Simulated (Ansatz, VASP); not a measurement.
## Two plane-wave programs on CaSe

File INCAR:

```
PREC = Accurate ; ENCUT = 600
EDIFF = 1E-7 ; ISMEAR = -1
SIGMA = 0.08 ; LREAL = F
LASPH = T ; NELM = 80
ALGO = Normal ; ISIF = 3
LWAVE = F ; LCHARG = F
GGA = PE ; IBRION = 2
NSW = 60 ; EDIFFG = -0.005
```

KPOINTS

```
Automatic mesh
0
Gamma
  12 12 12
```

File POSCAR:

```
CaSe
1.0
    0.0000000000      2.8589414393      2.8589414393
    2.8589414393      0.0000000000      2.8589414393
    2.8589414393      2.8589414393      0.0000000000
Ca Se
1 1
Direct
    0.0000000000      0.0000000000      0.0000000000
    0.5000000000      0.5000000000      0.5000000000
```

Input for Ansatz:

```yaml
crystal:
  lattice:
    - [0.0, 2.8589414393, 2.8589414393]
    - [2.8589414393, 0.0, 2.8589414393]
    - [2.8589414393, 2.8589414393, 0.0]
  atoms:
    - { symbol: Ca, position: [0.0, 0.0, 0.0] }
    - { symbol: Se, position: [0.5, 0.5, 0.5] }
kpoints:
  mp_grid: { grid: [12, 12, 12] }
scf:
  occupations: { method: fermi_dirac, width: 0.08 }
hamiltonian:
  xc: pbe
  pseudopotentials: { kind: paw }
output:
  forces: true
  stress: true
  write_density: true
  write_potential: true
  elf: true
  volumetric_format: npy
relax:
  f_tol: 0.005
  max_steps: 40
  cell: {}
```

Alike in both runs: task relaxation of cell and atoms; functional PBE; k mesh 12 × 12 × 12; occupations fermi-dirac, width 0.08 eV; no spin polarisation.

|  | VASP | Ansatz |
| --- | --- | --- |
| version | VASP 6.6.1 | Ansatz 0.2.0 |
| potentials or method | VASP PAW PBE potentials, release 64 (Ca_sv, Se) | PAW with Ansatz's default frozen-core files, scalar-relativistic |
| plane-wave cutoff (eV) | 600 | 420 |
| valence electrons in the cell | 16 | 26 |

```csv
,VASP,Ansatz,Ansatz less VASP
relaxed volume (Å³/atom),26.53,26.44,-0.091
relaxed length of the cell vector where the two differ most in proportion (Å),4.218,4.213,-0.0048
```

VASP's potentials hold 16 valence electrons a cell and Ansatz's 26, so a difference there can come from the potentials and not from the codes.
